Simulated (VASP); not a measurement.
# MgS (I4/mmm) in VASP: further runs, part 2 of 2

VASP 6.6.1. The steps go on from the part before.

### 5 Single point, LDA (strain +0.000 along x and y, -0.050 along z)

Input file INCAR:

```
  PREC = Accurate
  ENCUT = 520
  EDIFF = 1E-6
  ISMEAR = 0
  SIGMA = 0.05
  LREAL = False
  LASPH = True
  NELM = 60
  ALGO = Normal
  ISIF = 2
  LWAVE = False
  LCHARG = False
  GGA = CA
  NBANDS = 11
```

Input file KPOINTS:

```
Automatic mesh
0
Gamma
  8 8 8
```

Input file POSCAR:

```
MgS
1.0
    0.0000000000      2.6016500000      2.4715675000
    2.6016500000      0.0000000000      2.4715675000
    2.6016500000      2.6016500000      0.0000000000
Mg S
1 1
Direct
    0.0000000000      0.0000000000      0.0000000000
    0.5000000000      0.5000000000      0.5000000000
```

Potentials or basis: VASP PAW LDA potentials, release 64 (Mg, S).

The run is started by

```
cat potpaw_LDA.64/Mg/POTCAR potpaw_LDA.64/S/POTCAR > POTCAR
mpirun -np 1 vasp_std > vasp.out
```

OUTCAR:

```text
PREC = Accurate
   ENCUT = 520
   EDIFF = 1E-6
   ISMEAR = 0
   LREAL = False
   LASPH = True
   NELM = 60
   ISIF = 2
   GGA = CA

 ion  position               nearest neighbor table
   1  0.000  0.000  0.000-   2 2.47   2 2.47   2 2.60   2 2.60   2 2.60   2 2.60
   2  0.500  0.500  0.500-   1 2.47   1 2.47   1 2.60   1 2.60   1 2.60   1 2.60

  LATTYP: Found a body centered tetragonal cell.
 ALAT       =     3.6792887145
 C/A-ratio  =     1.3435028843

  Lattice vectors:

 A1 = (   0.0000000000,  -2.6016500000,  -2.4715675000)
 A2 = (   0.0000000000,   2.6016500000,  -2.4715675000)
 A3 = (   2.6016500000,   0.0000000000,   2.4715675000)

Analysis of symmetry for initial positions (statically):
=====================================================================
 Subroutine PRICEL returns:
 Original cell was already a primitive cell.

 Routine SETGRP: Setting up the symmetry group for a
 body centered tetragonal supercell.

 Subroutine GETGRP returns: Found 16 space group operations
 (whereof 16 operations were pure point group operations)
 out of a pool of 16 trial point group operations.

The static configuration has the point symmetry D_4h.

Analysis of symmetry for dynamics (positions and initial velocities):
=====================================================================
 Subroutine PRICEL returns:
 Original cell was already a primitive cell.

 Routine SETGRP: Setting up the symmetry group for a
 body centered tetragonal supercell.

 Subroutine GETGRP returns: Found 16 space group operations
 (whereof 16 operations were pure point group operations)
 out of a pool of 16 trial point group operations.

The dynamic configuration has the point symmetry D_4h.

 Subroutine INISYM returns: Found 16 space group operations
 (whereof 16 operations are pure point group operations),
 and found     1 'primitive' translations

----------------------------------------------------------------------------------------

                                     Primitive cell

  volume of cell :      33.4580

  direct lattice vectors                    reciprocal lattice vectors
     0.000000000  2.601650000  2.471567500    -0.192185728  0.192185728  0.202300767
     2.601650000  0.000000000  2.471567500     0.192185728 -0.192185728  0.202300767
     2.601650000  2.601650000  0.000000000     0.192185728  0.192185728 -0.202300767

  length of vectors
     3.588485562  3.588485562  3.679288715     0.338816039  0.338816039  0.338816039

  position of ions in fractional coordinates (direct lattice)
     0.000000000  0.000000000  0.000000000
     0.500000000  0.500000000  0.500000000

  ion indices of the primitive-cell ions
   primitive index   ion index
                 1           1
                 2           2

----------------------------------------------------------------------------------------

 KPOINTS: Automatic mesh

Automatic generation of k-mesh.
 Grid dimensions read from file:
 generate k-points for:    8    8    8

 Generating k-lattice:

  Cartesian coordinates                     Fractional coordinates (reciprocal lattice)
    -0.024023216  0.024023216  0.025287596     0.125000000  0.000000000  0.000000000
     0.024023216 -0.024023216  0.025287596     0.000000000  0.125000000  0.000000000
     0.024023216  0.024023216 -0.025287596     0.000000000  0.000000000  0.125000000

  Length of vectors
     0.042352005  0.042352005  0.042352005

  Shift w.r.t. Gamma in fractional coordinates (k-lattice)
     0.000000000  0.000000000  0.000000000

 Subroutine IBZKPT returns following result:
 ===========================================

 Found     59 irreducible k-points:

 Following reciprocal coordinates:
            Coordinates               Weight
  0.000000  0.000000  0.000000      1.000000
  0.125000 -0.000000  0.000000      8.000000
  0.250000 -0.000000  0.000000      8.000000
  0.375000  0.000000  0.000000      8.000000
  0.500000 -0.000000  0.000000      4.000000
  0.125000  0.125000  0.000000      2.000000
[... 16 lines left out ...]
  0.250000 -0.000000  0.125000     16.000000
  0.375000  0.000000  0.125000     16.000000
 [... further k-points ...]
   k-points           NKPTS =     59   k-points in BZ     NKDIM =     59   number of bands    NBANDS=     11
   number of dos      NEDOS =    301   number of ions     NIONS =      2
   total plane-waves  NPLWV =  21952
   dimension x,y,z NGX =    28 NGY =   28 NGZ =   28
   dimension x,y,z NGXF=    56 NGYF=   56 NGZF=   56
   ions per type =               1   1
   NGX,Y,Z   is equivalent  to a cutoff of  12.97, 12.97, 12.65 a.u.
   NGXF,Y,Z  is equivalent  to a cutoff of  25.94, 25.94, 25.30 a.u.
 SYSTEM =  unknown system
   PREC   = accura    normal or accurate (medium, high low for compatibility)
   ISTART =      0    job   : 0-new  1-cont  2-samecut
   ICHARG =      2    charge: 1-file 2-atom 10-const
   ISPIN  =      1    spin polarized calculation?
   LNONCOLLINEAR =      F non collinear calculations
   LSORBIT =      F    spin-orbit coupling
   LASPH  =      T    aspherical Exc in radial PAW
   ENCUT  =  520.0 eV  38.22 Ry    6.18 a.u.   6.67  6.67  6.84*2*pi/ulx,y,z
   NELM   =     60;   NELMIN=  2; NELMDL= -5     # of ELM steps
   EDIFF  = 0.1E-05   stopping-criterion for ELM
   LREAL  =      F    real-space projection
   EDIFFG = 0.1E-04   stopping-criterion for IOM
   NSW    =      0    number of steps for IOM
   IBRION =     -1    ionic relax: 0-MD 1-quasi-New 2-CG
   NFREE  =      0    steps in history (QN), initial steepest desc. (CG)
   ISIF   =      2    stress and relaxation
   ISYM   =      2    0-nonsym 1-usesym 2-fastsym
   POTIM  = 0.5000    time-step for ionic-motion
   TEBEG  =    0.0;   TEEND  =   0.0 temperature during run
   PSTRESS=    0.0 pullay stress
   NELECT =       8.0000    total number of electrons
   NUPDOWN=      -1.0000    fix difference up-down
   EMIN   =  10.00;   EMAX   =-10.00  energy-range for DOS
   EFERMI =   0.00;   METHOD = LEGACY
   ISMEAR =     0;   SIGMA  =   0.05  broadening in eV -4-tet -1-fermi 0-gaus
   EFERMI_NEDOS =   21; number of points for ismear=-14 and -15
   IALGO  =     38    algorithm
   IMIX   =      4    mixing-type and parameters
     AMIX     =   0.40;   BMIX     =  1.00
     AMIX_MAG =   1.60;   BMIX_MAG =  1.00
  volume/ion in A,a.u.               =      16.73       112.89
  Fermi-wavevector in a.u.,A,eV,Ry     =   1.016104  1.920158 14.047566  1.032467
  Thomas-Fermi vector in A             =   2.149428
   LORBIT       =      0    0 simple, 1 ext, 2 COOP (PROOUT), +10 PAW based schemes
   GGA     = CA    functional components
   LHFCALC =     F    Hartree Fock is set to
   AEXX    =    0.0000 exact exchange contribution
   IVDW    =     0    specifies the selected vdW correction
   LEPSILON=     F    determine dielectric tensor
   LRPA    =     F    only Hartree local field effects (RPA)
 non-spin polarized calculation
 Gauss-broadening in eV      SIGMA  =   0.05
  energy-cutoff  :      520.00
  volume of cell :       33.46
 maximum number of plane-waves:       925
   NGX = 13   NGY = 13   NGZ = 13

 number of electron       8.0000000 magnetization

 Free energy of the ion-electron system (eV)
  ---------------------------------------------------
  ext. energy  EPLUGINS =         0.00000000
  ---------------------------------------------------
  free energy    TOTEN  =        -9.56796486 eV

  energy without entropy =       -9.56796486  energy(sigma->0) =       -9.56796486

 E-fermi :   4.3815     XC(G=0): -10.1970

 val. band max:        4.1304535776   @ k =   0.0000   0.0000   0.0000
 cond. band min:       6.5610296376   @ k =   0.5000   0.5000   0.0000
 fundamental gap:      2.4305760600
 Fermi energy:         4.3814901560

 k-point     1 :       0.0000    0.0000    0.0000
  band No.  band energies     occupation
      1      -8.8973      2.00000
      2       3.8833      2.00000
      3       4.1305      2.00000
      4       4.1305      2.00000
      5       7.9549      0.00000
      6      11.6871      0.00000
      7      11.6871      0.00000
      8      12.2338      0.00000
      9      13.9994      0.00000
     10      14.7206      0.00000
     11      16.5507      0.00000
[... 309 lines left out ...]
 k-point    24 :       0.3750    0.0000    0.1250
  band No.  band energies     occupation
      1      -7.8037      2.00000
      2       0.0777      2.00000
      3       2.9929      2.00000
      4       3.2228      2.00000
      5       9.3052      0.00000
      6      10.4622      0.00000
      7      12.2036      0.00000
      8      12.5091      0.00000
      9      15.6586      0.00000
     10      16.8752      0.00000
     11      17.0622      0.00000

 [... further k-points ...]
[... 5 lines left out ...]
  --------------------------------------------------------------------------------------
  -------------------------------------------------------------------------------------
  Total       -0.3660920     -0.3660920      1.1042583      0.0000000      0.0000000     -0.0000000
  in kB      -17.5307569    -17.5307569     52.8787344      0.0000000      0.0000000     -0.0000000
  external PRESSURE =       5.9390736 kB  Pullay stress =       0.0000000 kB

 VOLUME and BASIS-vectors are now :
 -----------------------------------------------------------------------------
  energy-cutoff  :      520.00
  volume of cell :       33.46
      direct lattice vectors                 reciprocal lattice vectors
     0.000000000  2.601650000  2.471567500    -0.192185728  0.192185728  0.202300767
     2.601650000  0.000000000  2.471567500     0.192185728 -0.192185728  0.202300767
     2.601650000  2.601650000  0.000000000     0.192185728  0.192185728 -0.202300767

 POSITION                                       TOTAL-FORCE (eV/Angst)
 -----------------------------------------------------------------------------------
      0.00000      0.00000      0.00000        -0.000000     -0.000000      0.000000
      2.60165      2.60165      2.47157         0.000000      0.000000      0.000000
 -----------------------------------------------------------------------------------
    total drift:                                0.000000      0.000000      0.000000

  FREE ENERGIE OF THE ION-ELECTRON SYSTEM (eV)
  ---------------------------------------------------
  free  energy   TOTEN  =        -9.5679648598 eV

  energy  without entropy=       -9.5679648598  energy(sigma->0) =       -9.56796486
```

OSZICAR:

```text
N       E                     dE             d eps       ncg     rms          rms(c)
DAV:   1     0.192041906153E+02    0.19204E+02   -0.36049E+03  1386   0.595E+02
DAV:   2    -0.871927167325E+01   -0.27923E+02   -0.26538E+02  1668   0.101E+02
DAV:   3    -0.998737873268E+01   -0.12681E+01   -0.12656E+01  1583   0.217E+01
DAV:   4    -0.999477154853E+01   -0.73928E-02   -0.73922E-02  1591   0.201E+00
DAV:   5    -0.999482930457E+01   -0.57756E-04   -0.57755E-04  1619   0.175E-01    0.467E+00
DAV:   6    -0.962210887816E+01    0.37272E+00   -0.78888E-01  1487   0.348E+00    0.360E+00
DAV:   7    -0.957298315075E+01    0.49126E-01   -0.19876E-01  1552   0.186E+00    0.222E+00
DAV:   8    -0.956836900185E+01    0.46141E-02   -0.11856E-02  1460   0.594E-01    0.876E-01
DAV:   9    -0.956799347745E+01    0.37552E-03   -0.73619E-04  1517   0.139E-01    0.357E-01
DAV:  10    -0.956797002459E+01    0.23453E-04   -0.66120E-05  1563   0.396E-02    0.128E-01
DAV:  11    -0.956796481571E+01    0.52089E-05   -0.24961E-05  1496   0.215E-02    0.118E-02
DAV:  12    -0.956796485979E+01   -0.44082E-07   -0.36670E-07   892   0.426E-03
   1 F= -.95679649E+01 E0= -.95679649E+01  d E =-.124326E-14
```

It used 16 s of CPU time on 1 thread of Intel Xeon 6975P-C, with other jobs on the host.

What came out:

| Property | Result |
| --- | --- |
| Free energy | -9.5680 eV |
| Pressure | 0.6 GPa |
| Band gap on the k mesh | 2.43 eV, indirect (least direct gap 3.82 eV) |

Caveat: the cell differs from its parent crystal (strain +0.000 along x and y, -0.050 along z). A k mesh can miss the band edges.

### 6 Summary

| cell | gap on the mesh (eV) | pressure (GPa) |
| --- | --- | --- |
| a = 3.772, b = 3.772, c = 3.863 Å, angles 59.2, 59.2, 61.6°, 2 atoms | 2.16 | -9.0 |
| a = 3.636, b = 3.636, c = 3.495 Å, angles 61.3, 61.3, 57.5°, 2 atoms | 2.45 | 3.6 |
| a = 3.684, b = 3.684, c = 3.495 Å, angles 61.7, 61.7, 56.6°, 2 atoms | 2.36 | 2.1 |
| a = 3.588, b = 3.588, c = 3.679 Å, angles 59.2, 59.2, 61.7°, 2 atoms | 2.43 | 0.6 |

Alike in all rows: task single point; level LDA; potentials or basis VASP PAW LDA potentials, release 64 (Mg, S); no spin polarisation; k mesh 8 × 8 × 8; cutoff (eV) 520; smearing gaussian 0.05 eV.

Absolute energies hang on the potentials; compare differences alone.
